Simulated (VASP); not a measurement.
# Mo (Im-3m) in VASP: notebook

Mo is run at these levels: PBE; tasks: single point.

Everything below comes from runs of VASP 6.6.1. Logs are shortened: lines on timing, memory, paths and dates and some standing lists are left out, and cuts for length are marked.

### Step 1. The cell of the first run

The structure is cubic, space group Im-3m (No. 229). The conventional cell has a = 3.163 Å, b = 3.163 Å, c = 3.163 Å, α = 90.00°, β = 90.00°, γ = 90.00°. Within 3.6 Å of Mo (site symmetry m-3m) lie 14 Mo at 2.74 to 3.16 Å.

### Step 2. Single point, PBE

INCAR

```
SYSTEM = Mo
  PREC = Accurate
  ENCUT = 520
  EDIFF = 1E-6
  ISMEAR = -1
  SIGMA = 0.1
  LREAL = .False.
  LASPH = .True.
  NELM = 100
  ALGO = Normal
  ISIF = 2
  LWAVE = .False.
  LCHARG = .False.
  GGA = PE
  NBANDS = 13
```

KPOINTS

```
regular mesh
0
Gamma
  14 14 14
  0 0 0
```

POSCAR

```
Mo
1.0
   -1.5813793950      1.5813793950      1.5813793950
    1.5813793950     -1.5813793950      1.5813793950
    1.5813793950      1.5813793950     -1.5813793950
Mo
1
Direct
    0.0000000000      0.0000000000      0.0000000000
```

Potentials or basis: VASP PAW PBE potentials, release 64 (Mo_sv).

On the command line:

```bash
$ cat potpaw_PBE.64/Mo_sv/POTCAR > POTCAR
$ mpirun -np 1 vasp_std > vasp.out
```

OUTCAR:

```text
SYSTEM = Mo
   PREC = Accurate
   ENCUT = 520
   EDIFF = 1E-6
   ISMEAR = -1
   LREAL = .False.
   LASPH = .True.
   NELM = 100
   ISIF = 2
   GGA = PE

 ion  position               nearest neighbor table
   1  0.000  0.000  0.000-

  LATTYP: Found a body centered cubic cell.
 ALAT       =     3.1627587900

  Lattice vectors:

 A1 = (  -1.5813793950,   1.5813793950,   1.5813793950)
 A2 = (   1.5813793950,  -1.5813793950,   1.5813793950)
 A3 = (   1.5813793950,   1.5813793950,  -1.5813793950)

Analysis of symmetry for initial positions (statically):
=====================================================================
 Subroutine PRICEL returns:
 Original cell was already a primitive cell.

 Routine SETGRP: Setting up the symmetry group for a
 body centered cubic supercell.

 Subroutine GETGRP returns: Found 48 space group operations
 (whereof 48 operations were pure point group operations)
 out of a pool of 48 trial point group operations.

The static configuration has the point symmetry O_h .

Analysis of symmetry for dynamics (positions and initial velocities):
=====================================================================
 Subroutine PRICEL returns:
 Original cell was already a primitive cell.

 Routine SETGRP: Setting up the symmetry group for a
 body centered cubic supercell.

 Subroutine GETGRP returns: Found 48 space group operations
 (whereof 48 operations were pure point group operations)
 out of a pool of 48 trial point group operations.

The dynamic configuration has the point symmetry O_h .

 Subroutine INISYM returns: Found 48 space group operations
 (whereof 48 operations are pure point group operations),
 and found     1 'primitive' translations

----------------------------------------------------------------------------------------

                                     Primitive cell

  volume of cell :      15.8186

  direct lattice vectors                    reciprocal lattice vectors
    -1.581379395  1.581379395  1.581379395     0.000000000  0.316179660  0.316179660
     1.581379395 -1.581379395  1.581379395     0.316179660  0.000000000  0.316179660
     1.581379395  1.581379395 -1.581379395     0.316179660  0.316179660  0.000000000

  length of vectors
     2.739029458  2.739029458  2.739029458     0.447145564  0.447145564  0.447145564

  position of ions in fractional coordinates (direct lattice)
     0.000000000  0.000000000  0.000000000

  ion indices of the primitive-cell ions
   primitive index   ion index
                 1           1

----------------------------------------------------------------------------------------

 KPOINTS: regular mesh

Automatic generation of k-mesh.
 Grid dimensions read from file:
 generate k-points for:   14   14   14

 Generating k-lattice:

  Cartesian coordinates                     Fractional coordinates (reciprocal lattice)
     0.000000000  0.022584261  0.022584261     0.071428571  0.000000000  0.000000000
     0.022584261  0.000000000  0.022584261     0.000000000  0.071428571  0.000000000
     0.022584261  0.022584261  0.000000000     0.000000000  0.000000000  0.071428571

  Length of vectors
     0.031938969  0.031938969  0.031938969

  Shift w.r.t. Gamma in fractional coordinates (k-lattice)
     0.000000000  0.000000000  0.000000000

 Subroutine IBZKPT returns following result:
 ===========================================

 Found    104 irreducible k-points:

 Following reciprocal coordinates:
            Coordinates               Weight
  0.000000  0.000000  0.000000      1.000000
  0.071429  0.000000  0.000000     12.000000
  0.142857  0.000000  0.000000     12.000000
  0.214286  0.000000  0.000000     12.000000
  0.285714  0.000000  0.000000     12.000000
  0.357143  0.000000  0.000000     12.000000
[... 16 lines left out ...]
  0.285714  0.285714  0.000000     24.000000
  0.357143  0.285714  0.000000     24.000000
 [... further k-points ...]
   k-points           NKPTS =    104   k-points in BZ     NKDIM =    104   number of bands    NBANDS=     13
   number of dos      NEDOS =    301   number of ions     NIONS =      1
   total plane-waves  NPLWV =   8000
   dimension x,y,z NGX =    20 NGY =   20 NGZ =   20
   dimension x,y,z NGXF=    40 NGYF=   40 NGZF=   40
   ions per type =               1
   NGX,Y,Z   is equivalent  to a cutoff of  12.14, 12.14, 12.14 a.u.
   NGXF,Y,Z  is equivalent  to a cutoff of  24.28, 24.28, 24.28 a.u.
 SYSTEM =  Mo
   PREC   = accura    normal or accurate (medium, high low for compatibility)
   ISTART =      0    job   : 0-new  1-cont  2-samecut
   ICHARG =      2    charge: 1-file 2-atom 10-const
   ISPIN  =      1    spin polarized calculation?
   LNONCOLLINEAR =      F non collinear calculations
   LSORBIT =      F    spin-orbit coupling
   LASPH  =      T    aspherical Exc in radial PAW
   ENCUT  =  520.0 eV  38.22 Ry    6.18 a.u.   5.09  5.09  5.09*2*pi/ulx,y,z
   NELM   =    100;   NELMIN=  2; NELMDL= -5     # of ELM steps
   EDIFF  = 0.1E-05   stopping-criterion for ELM
   LREAL  =      F    real-space projection
   EDIFFG = 0.1E-04   stopping-criterion for IOM
   NSW    =      0    number of steps for IOM
   IBRION =     -1    ionic relax: 0-MD 1-quasi-New 2-CG
   NFREE  =      0    steps in history (QN), initial steepest desc. (CG)
   ISIF   =      2    stress and relaxation
   ISYM   =      2    0-nonsym 1-usesym 2-fastsym
   POTIM  = 0.5000    time-step for ionic-motion
   TEBEG  =    0.0;   TEEND  =   0.0 temperature during run
   PSTRESS=    0.0 pullay stress
   NELECT =      14.0000    total number of electrons
   NUPDOWN=      -1.0000    fix difference up-down
   EMIN   =  10.00;   EMAX   =-10.00  energy-range for DOS
   EFERMI =   0.00;   METHOD = LEGACY
   ISMEAR =    -1;   SIGMA  =   0.10  broadening in eV -4-tet -1-fermi 0-gaus
   EFERMI_NEDOS =   21; number of points for ismear=-14 and -15
   IALGO  =     38    algorithm
   IMIX   =      4    mixing-type and parameters
     AMIX     =   0.40;   BMIX     =  1.00
     AMIX_MAG =   1.60;   BMIX_MAG =  1.00
  volume/ion in A,a.u.               =      15.82       106.75
  Fermi-wavevector in a.u.,A,eV,Ry     =   1.571791  2.970254 33.613555  2.470527
  Thomas-Fermi vector in A             =   2.673322
   LORBIT       =      0    0 simple, 1 ext, 2 COOP (PROOUT), +10 PAW based schemes
   GGA     = PE    functional components
   LHFCALC =     F    Hartree Fock is set to
   AEXX    =    0.0000 exact exchange contribution
   IVDW    =     0    specifies the selected vdW correction
   LEPSILON=     F    determine dielectric tensor
   LRPA    =     F    only Hartree local field effects (RPA)
 non-spin polarized calculation
  energy-cutoff  :      520.00
  volume of cell :       15.82
 maximum number of plane-waves:       438
   NGX = 11   NGY = 11   NGZ = 11

 number of electron      14.0000004 magnetization

 Free energy of the ion-electron system (eV)
  ---------------------------------------------------
  ext. energy  EPLUGINS =         0.00000000
  ---------------------------------------------------
  free energy    TOTEN  =       -10.93837867 eV

  energy without entropy =      -10.91010567  energy(sigma->0) =      -10.92424217

 E-fermi :  12.4251     XC(G=0): -13.3250

 val. band max:       12.4222841369   @ k =  -0.2857   0.3571   0.2143
 cond. band min:      12.4300879436   @ k =  -0.2857   0.3571   0.1429
 fundamental gap:      0.0078038066
 Fermi energy:        12.4250690898

 k-point     1 :       0.0000    0.0000    0.0000
  band No.  band energies     occupation
      1     -48.8853      2.00000
      2     -22.1780      2.00000
      3     -22.1780      2.00000
      4     -22.1780      2.00000
      5       5.2067      2.00000
      6      11.0563      2.00000
      7      11.0563      2.00000
      8      11.0563      2.00000
      9      14.0388      0.00000
     10      14.0388      0.00000
     11      27.2172      0.00000
     12      27.2172      0.00000
     13      27.2172      0.00000

 k-point     2 :       0.0714    0.0000    0.0000
  band No.  band energies     occupation
      1     -48.8731      2.00000
      2     -22.2493      2.00000
      3     -22.2001      2.00000
      4     -22.1785      2.00000
      5       5.4288      2.00000
      6      10.9321      2.00000
      7      11.0348      2.00000
      8      11.2646      1.99998
      9      13.8604      0.00000
     10      14.0425      0.00000
     11      27.3794      0.00000
     12      27.5916      0.00000
     13      27.6418      0.00000

 k-point     3 :       0.1429    0.0000    0.0000
  band No.  band energies     occupation
      1     -48.8387      2.00000
      2     -22.4463      2.00000
      3     -22.2615      2.00000
      4     -22.1800      2.00000
      5       6.0400      2.00000
      6      10.6027      2.00000
      7      10.9324      2.00000
      8      11.8748      1.99188
      9      13.5450      0.00003
     10      14.0665      0.00000
     11      27.6838      0.00000
     12      28.5387      0.00000
     13      28.6646      0.00000

 k-point     4 :       0.2143    0.0000    0.0000
  band No.  band energies     occupation
      1     -48.7886      2.00000
      2     -22.7239      2.00000
      3     -22.3490      2.00000
      4     -22.1821      2.00000
      5       6.8339      2.00000
      6      10.1677      2.00000
      7      10.8007      2.00000
      8      12.8419      0.03048
      9      13.4509      0.00007
     10      14.1374      0.00000
     11      27.5467      0.00000
     12      28.8355      0.00000
     13      30.3126      0.00000

 k-point     5 :       0.2857    0.0000    0.0000
  band No.  band energies     occupation
      1     -48.7324      2.00000
      2     -23.0231      2.00000
      3     -22.4448      2.00000
      4     -22.1845      2.00000
      5       7.3718      2.00000
      6       9.7302      2.00000
      7      11.0853      2.00000
      8      13.6354      0.00001
      9      14.0787      0.00000
     10      14.2709      0.00000
     11      26.6365      0.00000
     12      27.7697      0.00000
     13      32.3788      0.00000
[... 257 lines left out ...]
 k-point    22 :       0.3571    0.2143    0.0000
  band No.  band energies     occupation
      1     -48.6139      2.00000
      2     -23.3373      2.00000
      3     -22.8233      2.00000
      4     -22.3230      2.00000
      5       8.2532      2.00000
      6       9.4168      2.00000
      7      11.2130      1.99999
      8      13.9403      0.00000
      9      14.9965      0.00000
     10      19.8337      0.00000
     11      23.0666      0.00000
     12      25.1447      0.00000
     13      28.6940      0.00000

 k-point    23 :       0.2857    0.2857    0.0000
  band No.  band energies     occupation
      1     -48.6111      2.00000
      2     -23.2634      2.00000
      3     -22.9055      2.00000
      4     -22.3392      2.00000
      5       8.5535      2.00000
      6       9.5972      2.00000
      7      10.6540      2.00000
      8      14.0249      0.00000
      9      14.8156      0.00000
     10      20.3502      0.00000
     11      23.1376      0.00000
     12      24.7536      0.00000
     13      29.2016      0.00000

 k-point    24 :       0.3571    0.2857    0.0000
  band No.  band energies     occupation
      1     -48.6032      2.00000
      2     -23.2125      2.00000
      3     -23.0059      2.00000
      4     -22.3463      2.00000
      5       8.5856      2.00000
      6       9.7621      2.00000
      7      10.4995      2.00000
      8      14.2571      0.00000
      9      14.7363      0.00000
     10      21.6548      0.00000
     11      22.4461      0.00000
     12      23.7751      0.00000
     13      29.5139      0.00000

 [... further k-points ...]

------------------------ aborting loop because EDIFF is reached ----------------------------------------

  FORCE on cell =-STRESS in cart. coord.  units (eV):
  Direction    XX          YY          ZZ          XY          YZ          ZX
  --------------------------------------------------------------------------------------
  -------------------------------------------------------------------------------------
  Total        0.0501695      0.0501695      0.0501695     -0.0000000     -0.0000000      0.0000000
  in kB        5.0813833      5.0813833      5.0813833     -0.0000000     -0.0000000      0.0000000
  external PRESSURE =       5.0813833 kB  Pullay stress =       0.0000000 kB

 VOLUME and BASIS-vectors are now :
 -----------------------------------------------------------------------------
  energy-cutoff  :      520.00
  volume of cell :       15.82
      direct lattice vectors                 reciprocal lattice vectors
    -1.581379395  1.581379395  1.581379395     0.000000000  0.316179660  0.316179660
     1.581379395 -1.581379395  1.581379395     0.316179660  0.000000000  0.316179660
     1.581379395  1.581379395 -1.581379395     0.316179660  0.316179660  0.000000000

 POSITION                                       TOTAL-FORCE (eV/Angst)
 -----------------------------------------------------------------------------------
      0.00000      0.00000      0.00000         0.000000      0.000000     -0.000000
 -----------------------------------------------------------------------------------
    total drift:                                0.000000     -0.000000      0.000000

  FREE ENERGIE OF THE ION-ELECTRON SYSTEM (eV)
  ---------------------------------------------------
  free  energy   TOTEN  =       -10.9383786741 eV

  energy  without entropy=      -10.9101056655  energy(sigma->0) =      -10.92424217
```

Run time: 21 s. Hardware: 1 thread of Intel Xeon 8259CL, shared host; peak memory 0.14 GiB.

Results:

```yaml
Free_energy: -10.9384 eV
Pressure: 0.5 GPa
Band_gap_on_the_k_mesh: zero (band 7 reaches 16.31 eV, above the bottom of band 8 at 11.06 eV)
```

Levels at points of the mesh, in eV from the Fermi level:
```csv
k point,band 3,band 4,band 5,band 6,band 7,band 8,band 9,band 10,band 11,band 12
"(0.00, 0.00, 0.00)",-34.60,-34.60,-7.22,-1.37,-1.37,-1.37,1.61,1.61,14.79,14.79
"(0.50, 0.00, 0.00)",-35.03,-34.61,-5.28,-3.37,1.56,1.63,2.25,4.63,11.44,11.92
"(0.50, 0.50, 0.50)",-35.53,-35.53,-5.37,-5.37,3.88,3.88,3.88,8.95,8.95,8.95
```

### Step 3. Single point, PBE

INCAR: that of step 2 with these lines changed.

```diff
@@ -5,6 +5,6 @@
   ISMEAR = -1
-  SIGMA = 0.1
+  SIGMA = 0.01
   LREAL = .False.
   LASPH = .True.
-  NELM = 100
+  NELM = 60
   ALGO = Normal
```

KPOINTS

```
Automatic mesh
0
Gamma
  14 14 14
  0 0 0
```

POSCAR is that of step 2.

Potentials or basis: VASP PAW PBE potentials, release 64 (Mo_sv).

On the command line:

```bash
$ cat potpaw_PBE.64/Mo_sv/POTCAR > POTCAR
$ mpirun -np 1 vasp_std > vasp.out
```

It took 22 s on 1 thread of Intel Xeon 8259CL, shared host; peak memory 0.14 GiB.

The run converged. Its results:

```
Free energy            : -10.9216 eV
Pressure               : 0.7 GPa
Band gap on the k mesh : zero (band 7 reaches 16.30 eV, above the bottom of band 8 at 11.05 eV)
```

Levels at points of the mesh, in eV from the Fermi level:
```
           k point  band 3  band 4  band 5  band 6  band 7  band 8  band 9  band 10  band 11  band 12
(0.00, 0.00, 0.00)  -34.64  -34.64   -7.24   -1.40   -1.40   -1.40    1.59     1.59    14.77    14.77
(0.50, 0.00, 0.00)  -35.07  -34.65   -5.30   -3.40    1.54    1.61    2.22     4.60    11.41    11.90
(0.50, 0.50, 0.50)  -35.57  -35.57   -5.40   -5.40    3.85    3.85    3.85     8.93     8.93     8.93
```

(Part 1 of 2 ends here.)
